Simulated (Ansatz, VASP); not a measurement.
## Two plane-wave programs on Mo

```
Mo
1.0
     0.00000    2.01500    2.04522
     2.01500    0.00000    2.04522
     2.01500    2.01500    0.00000
Mo
1
Direct
  0.00000 0.00000 0.00000
```

Change from the starting cell: strain +0.000 along x and y, +0.015 along z, atoms carried along.

Alike in both runs: task single point; functional LDA; k mesh 20 × 20 × 20; occupations gaussian, width 0.15 eV; no spin polarisation.

|  | VASP | Ansatz |
| --- | --- | --- |
| version | VASP 6.6.1 | Ansatz 0.2.0 |
| potentials or method | VASP PAW LDA potentials, release 64 (Mo_sv), cutoff 520 eV | scalar-relativistic, plane waves, PAW |
| valence electrons in the cell | 14 | 14 |

VASP gave:

| Quantity | Value |
| --- | --- |
| gap on the k mesh at the Fermi level (eV) | none |
| pressure (GPa) | -18.5 |
| traceless stress, the component that is largest in VASP (GPa) | 1.81 |

Problem. Estimate Ansatz's values.

Solution. gap on the k mesh at the Fermi level (eV): none; pressure (GPa): -19.3; traceless stress, the component that is largest in VASP (GPa): 1.83.

LDA's correlation is that of Perdew and Zunger in VASP and of Perdew and Wang (1992) in Ansatz. A gap of «none» marks a metal or a gap that the smearing closes.
